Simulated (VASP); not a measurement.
Wanted: the native input for a VASP 6.6.1 run.

| Item | Value |
| --- | --- |
| Task | single point |
| Functional | HSE06 |
| Potentials or basis | VASP PAW PBE potentials, release 64 (B, N) |
| Cutoff | 520 eV |
| k mesh | 3 × 3 × 3 |
| Occupations | fermi-dirac, width 0.02 eV |
| Spin | no spin polarisation |
| Dipole correction | no |
| Grid for exact exchange (PRECFOCK) | Normal |
| Further INCAR settings | ALGO = Normal; EDIFF = 1e-06; NBANDS = 11 |
| Screening parameter | 0.2079 1/Å |

BN (zinc blende type):

```
CELL_PARAMETERS angstrom
0.00000 1.81500 1.81500
1.81500 0.00000 1.81500
1.81500 1.81500 0.00000
ATOMIC_POSITIONS crystal
B 0.00000 0.00000 0.00000
N 0.25000 0.25000 0.25000
```

These files were run (other wordings do the same):

POSCAR

```
BN
1.0
    0.0000000000      1.8150000000      1.8150000000
    1.8150000000      0.0000000000      1.8150000000
    1.8150000000      1.8150000000      0.0000000000
B N
1 1
Direct
    0.0000000000      0.0000000000      0.0000000000
    0.2500000000      0.2500000000      0.2500000000
```

INCAR.step1

```
ALGO = Normal
EDIFF = 1E-5
ENCUT = 520
GGA = PE
ISIF = 2
ISMEAR = -1
LASPH = True
LCHARG = False
LREAL = False
LWAVE = True
NBANDS = 11
NELM = 60
PREC = Accurate
SIGMA = 0.02
```

INCAR.step2

```
ALGO = Normal
EDIFF = 1E-6
ENCUT = 520
GGA = PE
HFSCREEN = 0.2079
ISIF = 2
ISMEAR = -1
ISTART = 1
LASPH = True
LCHARG = False
LHFCALC = True
LREAL = False
LWAVE = False
NBANDS = 11
NELM = 60
PREC = Accurate
PRECFOCK = Normal
SIGMA = 0.02
```

KPOINTS

```
k-points
0
Gamma
  3 3 3
```

Potentials or basis: VASP PAW PBE potentials, release 64 (B, N).

Command:

```sh
$ cat potpaw_PBE.64/B/POTCAR potpaw_PBE.64/N/POTCAR > POTCAR
$ cp INCAR.step1 INCAR
$ mpirun -np 1 vasp_std > vasp.out
$ cp INCAR.step2 INCAR
$ mpirun -np 1 vasp_std > vasp.out
```

It gave:

| Property | Result |
| --- | --- |
| Pressure | -7.7 GPa |
| Band gap on the k mesh | 7.15 eV, indirect (least direct gap 10.54 eV) |

Caveat: the k points lie up to 1.00 Å⁻¹ apart; the PAW data sets were made with another functional, which shifts forces and pressure a little.

It took 9.1 s on 1 thread of Intel(R) Xeon(R) Platinum 8488C (Sapphire Rapids), with other jobs on the host, peak memory 0.22 GiB.
